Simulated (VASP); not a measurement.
# MnRh (Pm-3m) in VASP: notebook

The runs below take MnRh through relaxation of cell and atoms, single point, with LDA.

All numbers are computed with VASP 6.6.1; they aren't measurements. Logs are shortened: lines on timing, memory, paths and dates and some standing lists are left out, and cuts for length are marked.

### Step 1. The cell of the first run

Symmetry: Pm-3m, No. 221, cubic system. Conventional cell: a = 3.044 Å, b = 3.044 Å, c = 3.044 Å, α = 90.00°, β = 90.00°, γ = 90.00°. Within 3.5 Å of Mn (site symmetry m-3m) lie 8 Rh at 2.64 Å and 6 Mn at 3.04 Å. Within 3.5 Å of Rh (site symmetry m-3m) lie 8 Mn at 2.64 Å and 6 Rh at 3.04 Å.

### Step 2. Relaxation of cell and atoms, LDA, collinear spin, ferromagnetic start

The input, INCAR:

```
SYSTEM = MnRh
PREC = Accurate
ENCUT = 500
EDIFF = 1E-7
ISMEAR = 0
SIGMA = 0.1
LREAL = .False.
LASPH = .True.
NELM = 200
ALGO = Normal
ISIF = 3
LWAVE = .False.
LCHARG = .False.
ISPIN = 2
MAGMOM = 3.72 0.69
LORBIT = 11
LMAXMIX = 4
GGA = CA
IBRION = 2
NSW = 100
EDIFFG = -0.05
GGA_COMPAT = .False.
NELMIN = 4
```

The input, KPOINTS:

```
Automatic mesh
0
Gamma
  6 6 6
  0 0 0
```

The input, POSCAR:

```
MnRh
1.0
    3.0440000000      0.0000000000      0.0000000000
    0.0000000000      3.0440000000      0.0000000000
    0.0000000000      0.0000000000      3.0440000000
Mn Rh
1 1
Direct
    0.0000000000      0.0000000000      0.0000000000
    0.5000000000      0.5000000000      0.5000000000
```

Potentials or basis: VASP PAW LDA potentials, release 64 (Mn_pv, Rh_pv).

Command:

```
$ cat potpaw_LDA.64/Mn_pv/POTCAR potpaw_LDA.64/Rh_pv/POTCAR > POTCAR
$ mpirun -np 1 vasp_std > vasp.out
```

OUTCAR:

```text
SYSTEM = MnRh
   PREC = Accurate
   ENCUT = 500
   EDIFF = 1E-7
   ISMEAR = 0
   LREAL = .False.
   LASPH = .True.
   NELM = 200
   ISIF = 3
   ISPIN = 2
   LORBIT = 11
   GGA = CA
   IBRION = 2
   NSW = 100
   EDIFFG = -0.05
   NELMIN = 4

 ion  position               nearest neighbor table
   1  0.000  0.000  0.000-   2 2.64   2 2.64   2 2.64   2 2.64   2 2.64   2 2.64   2 2.64   2 2.64

   2  0.500  0.500  0.500-   1 2.64   1 2.64   1 2.64   1 2.64   1 2.64   1 2.64   1 2.64   1 2.64

  LATTYP: Found a simple cubic cell.
 ALAT       =     3.0440000000

  Lattice vectors:

 A1 = (   3.0440000000,   0.0000000000,   0.0000000000)
 A2 = (   0.0000000000,   3.0440000000,   0.0000000000)
 A3 = (   0.0000000000,   0.0000000000,   3.0440000000)

Analysis of symmetry for initial positions (statically):
=====================================================================
 Subroutine PRICEL returns:
 Original cell was already a primitive cell.

 Routine SETGRP: Setting up the symmetry group for a
 simple cubic supercell.

 Subroutine GETGRP returns: Found 48 space group operations
 (whereof 48 operations were pure point group operations)
 out of a pool of 48 trial point group operations.

The static configuration has the point symmetry O_h .

Analysis of symmetry for dynamics (positions and initial velocities):
=====================================================================
 Subroutine PRICEL returns:
 Original cell was already a primitive cell.

 Routine SETGRP: Setting up the symmetry group for a
 simple cubic supercell.

 Subroutine GETGRP returns: Found 48 space group operations
 (whereof 48 operations were pure point group operations)
 out of a pool of 48 trial point group operations.

The dynamic configuration has the point symmetry O_h .

Analysis of structural, dynamic, and magnetic symmetry:
=====================================================================
 Subroutine PRICEL returns:
 Original cell was already a primitive cell.

 Routine SETGRP: Setting up the symmetry group for a
 simple cubic supercell.

 Subroutine GETGRP returns: Found 48 space group operations
 (whereof 48 operations were pure point group operations)
 out of a pool of 48 trial point group operations.

The overall configuration has the point symmetry O_h .

 Subroutine INISYM returns: Found 48 space group operations
 (whereof 48 operations are pure point group operations),
 and found     1 'primitive' translations

----------------------------------------------------------------------------------------

                                     Primitive cell

  volume of cell :      28.2055

  direct lattice vectors                    reciprocal lattice vectors
     3.044000000  0.000000000  0.000000000     0.328515112  0.000000000  0.000000000
     0.000000000  3.044000000  0.000000000     0.000000000  0.328515112  0.000000000
     0.000000000  0.000000000  3.044000000     0.000000000  0.000000000  0.328515112

  length of vectors
     3.044000000  3.044000000  3.044000000     0.328515112  0.328515112  0.328515112

  position of ions in fractional coordinates (direct lattice)
     0.000000000  0.000000000  0.000000000
     0.500000000  0.500000000  0.500000000

  ion indices of the primitive-cell ions
   primitive index   ion index
                 1           1
                 2           2

----------------------------------------------------------------------------------------

 KPOINTS: Automatic mesh

Automatic generation of k-mesh.
 Grid dimensions read from file:
 generate k-points for:    6    6    6

 Generating k-lattice:

  Cartesian coordinates                     Fractional coordinates (reciprocal lattice)
     0.054752519  0.000000000  0.000000000     0.166666667  0.000000000  0.000000000
     0.000000000  0.054752519  0.000000000     0.000000000  0.166666667  0.000000000
     0.000000000  0.000000000  0.054752519     0.000000000  0.000000000  0.166666667

  Length of vectors
     0.054752519  0.054752519  0.054752519

  Shift w.r.t. Gamma in fractional coordinates (k-lattice)
     0.000000000  0.000000000  0.000000000

 Subroutine IBZKPT returns following result:
 ===========================================

 Found     20 irreducible k-points:

 Following reciprocal coordinates:
            Coordinates               Weight
  0.000000  0.000000  0.000000      1.000000
  0.166667  0.000000  0.000000      6.000000
  0.333333  0.000000  0.000000      6.000000
  0.500000  0.000000  0.000000      3.000000
  0.166667  0.166667  0.000000     12.000000
  0.333333  0.166667  0.000000     24.000000
[... 12 lines left out ...]
  0.500000  0.500000  0.333333      6.000000
  0.500000  0.500000  0.500000      1.000000
   k-points           NKPTS =     20   k-points in BZ     NKDIM =     20   number of bands    NBANDS=     20
   number of dos      NEDOS =    301   number of ions     NIONS =      2
   total plane-waves  NPLWV =  13824
   dimension x,y,z NGX =    24 NGY =   24 NGZ =   24
   dimension x,y,z NGXF=    48 NGYF=   48 NGZF=   48
   ions per type =               1   1
   NGX,Y,Z   is equivalent  to a cutoff of  13.11, 13.11, 13.11 a.u.
   NGXF,Y,Z  is equivalent  to a cutoff of  26.21, 26.21, 26.21 a.u.
 SYSTEM =  MnRh
   PREC   = accura    normal or accurate (medium, high low for compatibility)
   ISTART =      0    job   : 0-new  1-cont  2-samecut
   ICHARG =      2    charge: 1-file 2-atom 10-const
   ISPIN  =      2    spin polarized calculation?
   LNONCOLLINEAR =      F non collinear calculations
   LSORBIT =      F    spin-orbit coupling
   LASPH  =      T    aspherical Exc in radial PAW
   ENCUT  =  500.0 eV  36.75 Ry    6.06 a.u.   5.55  5.55  5.55*2*pi/ulx,y,z
   NELM   =    200;   NELMIN=  4; NELMDL= -5     # of ELM steps
   EDIFF  = 0.1E-06   stopping-criterion for ELM
   LREAL  =      F    real-space projection
   EDIFFG = -.5E-01   stopping-criterion for IOM
   NSW    =    100    number of steps for IOM
   IBRION =      2    ionic relax: 0-MD 1-quasi-New 2-CG
   NFREE  =      1    steps in history (QN), initial steepest desc. (CG)
   ISIF   =      3    stress and relaxation
   ISYM   =      2    0-nonsym 1-usesym 2-fastsym
   POTIM  = 0.5000    time-step for ionic-motion
   TEBEG  =    0.0;   TEEND  =   0.0 temperature during run
   PSTRESS=    0.0 pullay stress
   NELECT =      28.0000    total number of electrons
   NUPDOWN=      -1.0000    fix difference up-down
   EMIN   =  10.00;   EMAX   =-10.00  energy-range for DOS
   EFERMI =   0.00;   METHOD = LEGACY
   ISMEAR =     0;   SIGMA  =   0.10  broadening in eV -4-tet -1-fermi 0-gaus
   EFERMI_NEDOS =   21; number of points for ismear=-14 and -15
   IALGO  =     38    algorithm
   IMIX   =      4    mixing-type and parameters
     AMIX     =   0.40;   BMIX     =  1.00
     AMIX_MAG =   1.60;   BMIX_MAG =  1.00
  volume/ion in A,a.u.               =      14.10        95.17
  Fermi-wavevector in a.u.,A,eV,Ry     =   1.633113  3.086136 36.287521  2.667058
  Thomas-Fermi vector in A             =   2.724972
   LORBIT       =     11    0 simple, 1 ext, 2 COOP (PROOUT), +10 PAW based schemes
   GGA     = CA    functional components
   LHFCALC =     F    Hartree Fock is set to
   AEXX    =    0.0000 exact exchange contribution
   IVDW    =     0    specifies the selected vdW correction
   LEPSILON=     F    determine dielectric tensor
   LRPA    =     F    only Hartree local field effects (RPA)
 conjugate gradient relaxation of ions
 spin polarized calculation
 Gauss-broadening in eV      SIGMA  =   0.10
  energy-cutoff  :      500.00
  volume of cell :       28.21
 maximum number of plane-waves:       739
 NGX is ok and might be reduce to    24
   NGX = 11   NGY = 11   NGZ = 11

--------------------------------------- Ionic step        1  -------------------------------------------

 number of electron      28.0000021 magnetization       4.1174959

 Free energy of the ion-electron system (eV)
  ---------------------------------------------------
  ext. energy  EPLUGINS =         0.00000000
  ---------------------------------------------------
  free energy    TOTEN  =       -18.44613750 eV

  energy without entropy =      -18.44194557  energy(sigma->0) =      -18.44404153

 E-fermi :   9.3315     XC(G=0): -13.4453

 val. band max:        9.2344743425   @ k =   0.5000   0.0000   0.0000
 cond. band min:       9.3660804229   @ k =   0.1667   0.0000   0.0000
 fundamental gap:      0.1316060804
 Fermi energy:         9.3314838525

 spin component 1

 k-point     1 :       0.0000    0.0000    0.0000
  band No.  band energies     occupation
      1     -39.7600      1.00000
      2     -39.7600      1.00000
      3     -39.7600      1.00000
      4     -36.9218      1.00000
      5     -36.9218      1.00000
      6     -36.9218      1.00000
[... 12 lines left out ...]
     19      17.7746      0.00000
     20      17.7746      0.00000

 k-point     2 :       0.1667    0.0000    0.0000
  band No.  band energies     occupation
      1     -39.7696      1.00000
      2     -39.7569      1.00000
      3     -39.7569      1.00000
      4     -36.9524      1.00000
      5     -36.9224      1.00000
      6     -36.9224      1.00000
[... 974 lines left out ...]
 VOLUME and BASIS-vectors are now :
 -----------------------------------------------------------------------------
  energy-cutoff  :      500.00
  volume of cell :       25.89
      direct lattice vectors                 reciprocal lattice vectors
     2.958289757  0.000000000 -0.000000000     0.338033148 -0.000000000  0.000000000
     0.000000000  2.958289757  0.000000000    -0.000000000  0.338033148  0.000000000
    -0.000000000 -0.000000000  2.958289757     0.000000000 -0.000000000  0.338033148

 POSITION                                       TOTAL-FORCE (eV/Angst)
 -----------------------------------------------------------------------------------
      0.00000      0.00000      0.00000        -0.000000      0.000000      0.000000
      1.47914      1.47914      1.47914         0.000000     -0.000000      0.000000
 -----------------------------------------------------------------------------------
    total drift:                                0.000000      0.000000     -0.000000

  FREE ENERGIE OF THE ION-ELECTRON SYSTEM (eV)
  ---------------------------------------------------
  free  energy   TOTEN  =       -18.5815502512 eV

  energy  without entropy=      -18.5754111787  energy(sigma->0) =      -18.57848071

--------------------------------------- Ionic step        4  -------------------------------------------

 number of electron      27.9999995 magnetization       3.9732702

 Free energy of the ion-electron system (eV)
  ---------------------------------------------------
  ext. energy  EPLUGINS =         0.00000000
  ---------------------------------------------------
  free energy    TOTEN  =       -18.58190517 eV

  energy without entropy =      -18.57561125  energy(sigma->0) =      -18.57875821

 E-fermi :  10.7097     XC(G=0): -13.9921

 val. band max:       10.6530357282   @ k =   0.3333   0.3333   0.1667
 cond. band min:      10.7949566112   @ k =   0.5000   0.1667   0.0000
 fundamental gap:      0.1419208831
 Fermi energy:        10.7097018946

 spin component 1

 k-point     1 :       0.0000    0.0000    0.0000
  band No.  band energies     occupation
      1     -38.3634      1.00000
      2     -38.3634      1.00000
      3     -38.3634      1.00000
      4     -35.8196      1.00000
      5     -35.8196      1.00000
      6     -35.8196      1.00000
[... 12 lines left out ...]
     19      19.6554      0.00000
     20      19.6554      0.00000

 k-point     2 :       0.1667    0.0000    0.0000
  band No.  band energies     occupation
      1     -38.3759      1.00000
      2     -38.3576      1.00000
      3     -38.3576      1.00000
      4     -35.8642      1.00000
      5     -35.8220      1.00000
      6     -35.8220      1.00000
[... 902 lines left out ...]
 VOLUME and BASIS-vectors are now :
 -----------------------------------------------------------------------------
  energy-cutoff  :      500.00
  volume of cell :       25.79
      direct lattice vectors                 reciprocal lattice vectors
     2.954574059  0.000000000 -0.000000000     0.338458262 -0.000000000  0.000000000
     0.000000000  2.954574059  0.000000000    -0.000000000  0.338458262  0.000000000
    -0.000000000 -0.000000000  2.954574059     0.000000000 -0.000000000  0.338458262

 POSITION                                       TOTAL-FORCE (eV/Angst)
 -----------------------------------------------------------------------------------
      0.00000      0.00000      0.00000        -0.000000      0.000000      0.000000
      1.47729      1.47729      1.47729         0.000000     -0.000000      0.000000
 -----------------------------------------------------------------------------------
    total drift:                                0.000000      0.000000     -0.000000

  FREE ENERGIE OF THE ION-ELECTRON SYSTEM (eV)
  ---------------------------------------------------
  free  energy   TOTEN  =       -18.5819051730 eV

  energy  without entropy=      -18.5756112526  energy(sigma->0) =      -18.57875821

 reached required accuracy - stopping structural energy minimisation

 total charge

# of ion       s       p       d       tot
------------------------------------------
    1        0.370   6.322   5.033  11.725
    2        0.425   6.308   7.179  13.912
--------------------------------------------------
tot          0.796  12.630  12.212  25.637

 magnetization (x)

# of ion       s       p       d       tot
------------------------------------------
    1        0.009   0.006   3.172   3.187
    2       -0.008  -0.013   0.707   0.687
--------------------------------------------------
tot          0.001  -0.007   3.880   3.874
```

Run time: 38 s. Hardware: 1 thread of Intel Xeon Platinum 8375C at 2.90GHz (Ice Lake), shared host; peak memory 0.15 GiB.

Results:

- Free energy: -18.5819 eV
- Relaxed volume: 12.90 Å³/atom
- Relaxed cell: a = 2.955 Å, b = 2.955 Å, c = 2.955 Å, α = 90.00°, β = 90.00°, γ = 90.00°
- Space group after relaxing (to 0.1 Å): Pm-3m (No. 221)
- Energy gained by relaxing: 67.9 meV/atom
- Ionic steps: 4
- Pressure after relaxing: -0.2 GPa
- Band gap on the k mesh: zero (filled and empty bands overlap)
- Net moment: 3.97 μB per cell
- Site moments: Mn +3.19; Rh +0.69 μB
- Valence electrons inside the program's atomic spheres: Mn 11.72; Rh 13.91

Step by step:
| step | energy change (eV) | largest force (eV/Å) | pressure (GPa) | volume (Å³) |
| --- | --- | --- | --- | --- |
| 1 | 0.0000 | 0.0000 | -16.53 | 28.21 |
| 2 | 0.1992 | 0.0000 | 37.97 | 22.67 |
| 3 | -0.1354 | 0.0000 | -0.99 | 25.89 |
| 4 | -0.1358 | 0.0000 | -0.21 | 25.79 |

Final structure:
```yaml
crystal:
  lattice:
    - [2.95457, 0.00000, 0.00000]
    - [0.00000, 2.95457, 0.00000]
    - [0.00000, 0.00000, 2.95457]
  atoms:
    - { symbol: Mn, position: [0.00000, 0.00000, 0.00000] }
    - { symbol: Rh, position: [0.50000, 0.50000, 0.50000] }
```

LDA usually gives volumes a few per cent too small. Zero-point motion and thermal expansion aren't in these numbers.

### Step 3. Single point, LDA, collinear spin, ferromagnetic start

This run uses another cell than the first one, of 12.89 Å³/atom.

The input, INCAR:

```
SYSTEM = MnRh
PREC = Accurate
ENCUT = 500
EDIFF = 1E-6
ISMEAR = 0
SIGMA = 0.1
LREAL = .False.
LASPH = .True.
NELM = 200
ALGO = Normal
ISIF = 2
LWAVE = .False.
LCHARG = .True.
ISPIN = 2
MAGMOM = 3.52 0.75
LORBIT = 11
LMAXMIX = 4
GGA = CA
LELF = .True.
LVHAR = .True.
NBANDS = 25
GGA_COMPAT = .False.
```

The input, KPOINTS:

```
regular mesh
0
Gamma
  14 14 14
  0 0 0
```

The input, POSCAR:

```
MnRh
1.0
    2.9539545018      0.0000000000      0.0000000000
    0.0000000000      2.9539545018      0.0000000000
    0.0000000000      0.0000000000      2.9539545018
Mn Rh
1 1
Direct
    0.0000000000      0.0000000000      0.0000000000
    0.5000000000      0.5000000000      0.5000000000
```

Potentials or basis: VASP PAW LDA potentials, release 64 (Mn_pv, Rh_pv).

Command:

```
$ cat potpaw_LDA.64/Mn_pv/POTCAR potpaw_LDA.64/Rh_pv/POTCAR > POTCAR
$ mpirun -np 1 vasp_std > vasp.out
```

Wall time 68 s (1 thread of Intel Xeon Platinum 8375C at 2.90GHz (Ice Lake), shared host); peak memory 0.22 GiB.

The run converged. Its results:

```yaml
Free_energy: -18.5842 eV
Pressure: -0.2 GPa
Net_moment: 3.93 μB per cell
Site_moments: Mn +3.19; Rh +0.62 μB
Valence_electrons_inside_the_program's_atomic_spheres: Mn 11.72; Rh 13.91
```

Levels at points of the mesh, in eV from the Fermi level:
Spin up:
```tsv
k point	band 14	band 15	band 16	band 17	band 18	band 19
(0.00, 0.00, 0.00)	-1.03	0.39	0.39	0.39	8.95	8.95
(0.50, 0.00, 0.00)	-2.11	-1.43	-1.31	0.10	1.07	14.86
(0.50, 0.50, 0.00)	-0.42	0.42	0.42	0.75	0.75	7.78
(0.50, 0.50, 0.50)	-0.90	-0.35	-0.35	8.45	8.45	8.45
```
Spin down:
| k point | band 8 | band 9 | band 10 | band 11 | band 12 | band 13 | band 14 | band 15 | band 16 | band 17 |
| --- | --- | --- | --- | --- | --- | --- | --- | --- | --- | --- |
| (0.00, 0.00, 0.00) | -5.03 | -5.03 | -1.83 | -1.83 | -1.83 | 1.21 | 1.21 | 2.40 | 2.40 | 2.40 |
| (0.50, 0.00, 0.00) | -3.69 | -3.56 | -2.26 | -2.26 | -0.95 | -0.72 | 0.36 | 0.36 | 1.27 | 1.63 |
| (0.50, 0.50, 0.00) | -4.78 | -3.31 | -3.31 | 0.16 | 0.62 | 0.92 | 0.92 | 1.44 | 2.15 | 2.77 |
| (0.50, 0.50, 0.50) | -4.21 | -4.21 | -1.31 | -1.31 | -1.31 | 0.24 | 0.24 | 2.20 | 2.20 | 9.60 |

### Step 4. Single point, LDA, collinear spin, ferromagnetic start (12.63 Å³/atom)

This run uses another cell than the first one, of 12.63 Å³/atom.

The input, INCAR:

```
SYSTEM = MnRh
  PREC = Accurate
  ENCUT = 520
  EDIFF = 1E-7
  ISMEAR = 0
  SIGMA = 0.2
  LREAL = .False.
  LASPH = .True.
  NELM = 150
  ALGO = Fast
  ISIF = 2
  LWAVE = .False.
  LCHARG = .False.
  ISPIN = 2
  MAGMOM = 3.52 0.67
  LORBIT = 11
  LMAXMIX = 4
  GGA = CA
  NBANDS = 25
```

The input, KPOINTS:

```
Automatic mesh
0
Gamma
  14 14 14
  0 0 0
```

The input, POSCAR:

```
MnRh
1.0
    2.9340679641      0.0000000000      0.0000000000
    0.0000000000      2.9340679641      0.0000000000
    0.0000000000      0.0000000000      2.9340679641
Mn Rh
1 1
Direct
    0.0000000000      0.0000000000      0.0000000000
    0.5000000000      0.5000000000      0.5000000000
```

Command:

```
$ cat potpaw_LDA.64/Mn_pv/POTCAR potpaw_LDA.64/Rh_pv/POTCAR > POTCAR
$ mpirun -np 1 vasp_std > vasp.out
```

Wall time 2.9 min (1 thread of Intel Xeon 8259CL, shared host); peak memory 0.22 GiB.

Results (log left out):

* Free energy: -18.5891 eV
* Pressure: 4.7 GPa
* Net moment: 3.89 μB per cell
* Site moments: Mn +3.15; Rh +0.62 μB
* Valence electrons inside the program's atomic spheres: Mn 11.76; Rh 13.95

Levels at points of the mesh, in eV from the Fermi level:
Spin up:
| k point | band 14 | band 15 | band 16 | band 17 | band 18 | band 19 |
| --- | --- | --- | --- | --- | --- | --- |
| (0.00, 0.00, 0.00) | -1.04 | 0.41 | 0.41 | 0.41 | 9.05 | 9.05 |
| (0.50, 0.00, 0.00) | -2.15 | -1.45 | -1.37 | 0.14 | 1.09 | 14.98 |
| (0.50, 0.50, 0.00) | -0.46 | 0.40 | 0.40 | 0.78 | 0.78 | 7.95 |
| (0.50, 0.50, 0.50) | -0.88 | -0.38 | -0.38 | 8.57 | 8.57 | 8.57 |
Spin down:
```
           k point  band 10  band 11  band 12  band 13  band 14  band 15
(0.00, 0.00, 0.00)    -1.93    -1.93    -1.93     1.16     1.16     2.40
(0.50, 0.00, 0.00)    -2.37    -2.37    -1.02    -0.84     0.29     0.29
(0.50, 0.50, 0.00)    -3.45     0.13     0.59     0.90     0.90     1.40
(0.50, 0.50, 0.50)    -1.41    -1.41    -1.41     0.21     0.21     2.17
```

Caveat: the cell stands under pressure.

(Part 1 of 2 ends here.)
